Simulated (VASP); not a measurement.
Here is a VASP 6.6.1 calculation.

INCAR

```
SYSTEM = Ta3N
PREC = Accurate
ENCUT = 520
EDIFF = 1E-6
ISMEAR = -1
SIGMA = 0.05
LREAL = .False.
LASPH = .True.
NELM = 80
ALGO = Normal
ISIF = 2
LWAVE = .False.
LCHARG = .False.
GGA = PS
NBANDS = 27
```

File KPOINTS:

```
regular mesh
0
Gamma
  8 8 3
  0 0 0
```

POSCAR

```
Ta3N
1.0
    3.0322239879      0.0000000000      0.0000000000
   -1.5161119940      2.6259830035      0.0000000000
    0.0000000000      0.0000000000      7.8251024800
Ta N
3 1
Direct
    0.6666666667      0.3333333333      0.8292336921
    0.3333333333      0.6666666667      0.1707663079
    0.0000000000      0.0000000000      0.5000000000
    0.0000000000      0.0000000000      0.0000000000
```

Potentials or basis: VASP PAW PBE potentials, release 64 (Ta_pv, N).

The run is started by

```sh
$ cat potpaw_PBE.64/Ta_pv/POTCAR potpaw_PBE.64/N/POTCAR > POTCAR
$ mpirun -np 1 vasp_std > vasp.out
```

**Question.** What does it give for the band gap on the k mesh?

**Answer.** Zero (bands 19 and 20 overlap by 0.47 eV).

**Question.** Predict the largest force.

**Answer.** 0.045 eV/Å.

**Question.** Estimate the pressure.

**Answer.** -15.4 GPa.

Forces on the atoms (eV/Å):
```
Ta   0.000  0.000 -0.045
Ta   0.000  0.000  0.045
Ta   0.000  0.000  0.000
N    0.000  0.000  0.000
```

Caveat: the cell stands under tension; the PAW data sets were made with another functional, which shifts forces and pressure a little; spin-orbit coupling is left out, which moves the levels of the heavy elements.
